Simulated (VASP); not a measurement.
A run of VASP 6.6.1:

The input INCAR:

```
SYSTEM = TiO2
PREC = Accurate
ENCUT = 600
EDIFF = 1E-6
ISMEAR = 0
SIGMA = 0.01
LREAL = .FALSE.
LASPH = .TRUE.
NELM = 100
ALGO = Normal
ISIF = 3
LWAVE = .FALSE.
LCHARG = .FALSE.
GGA = PS
IBRION = 2
NSW = 100
EDIFFG = -0.03
PSTRESS = 200.0
```

KPOINTS

```
Automatic mesh
0
G
  6 6 8
  0 0 0
```

File POSCAR:

```
TiO2
1.0
    4.5922000000      0.0000000000      0.0000000000
    0.0000000000      4.5922000000      0.0000000000
    0.0000000000      0.0000000000      2.9574000000
Ti O
2 4
Direct
    0.0000000000      0.0000000000      0.0000000000
    0.5000000000      0.5000000000      0.5000000000
    0.3049600000      0.3049600000      0.0000000000
    0.1950400000      0.8049600000      0.5000000000
    0.6950400000      0.6950400000      0.0000000000
    0.8049600000      0.1950400000      0.5000000000
```

Potentials or basis: VASP PAW PBE potentials, release 64 (Ti_sv, O).

Command:

```console
$ cat potpaw_PBE.64/Ti_sv/POTCAR potpaw_PBE.64/O/POTCAR > POTCAR
$ mpirun -np 1 vasp_std > vasp.out
```

Hardware: 1 thread of Intel Xeon 6975P-C, with other jobs on the host.

Q: Estimate the wall time of this run.

A: It took 8.3 min on 1 thread of Intel Xeon 6975P-C (shared host), peak memory 0.26 GiB. Counts: scf iterations 86, k points 50, ion steps 9.
